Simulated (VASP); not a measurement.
The system is CuO.

```xyz
4
Lattice="2.3261 -1.6998 0.0000 2.3261 1.6998 0.0000 -0.8443 0.0000 5.0239" Properties=species:S:1:pos:R:3 pbc="T T T"
Cu    0.7409   -0.8499    2.5120
Cu    1.1631    0.8499    0.0000
O     1.6929    0.2774    3.7679
O     2.1151   -0.2774    1.2560
```

Base run:

```yaml
Program: VASP 6.6.1
Functional: PBEsol
Potentials_or_basis: VASP PAW PBE potentials, release 64 (Cu, O)
Cutoff: 520 eV
k_mesh: 10 × 10 × 5
Occupations: fermi-dirac, width 0.05 eV
Spin: no spin polarisation
```

Its results: band gap on the k mesh zero (bands 17 and 18 overlap by 0.61 eV); pressure 1.7 GPa; largest force 0.256 eV/Å.

Question: The run is repeated on the same cell with these changes: functional from PBEsol to RPBE; dispersion from none to D4. What comes out?

Answer: Band gap on the k mesh zero (bands 17 and 18 overlap by 0.60 eV); pressure 6.4 GPa; largest force 0.074 eV/Å.

Several settings changed at once.

Caveats: the PAW data sets were made with another functional, which shifts forces and pressure a little; semilocal functionals often make such compounds metallic where correlation or magnetic order opens a gap, which also shifts bond lengths; the cell stands under pressure (at least some runs).
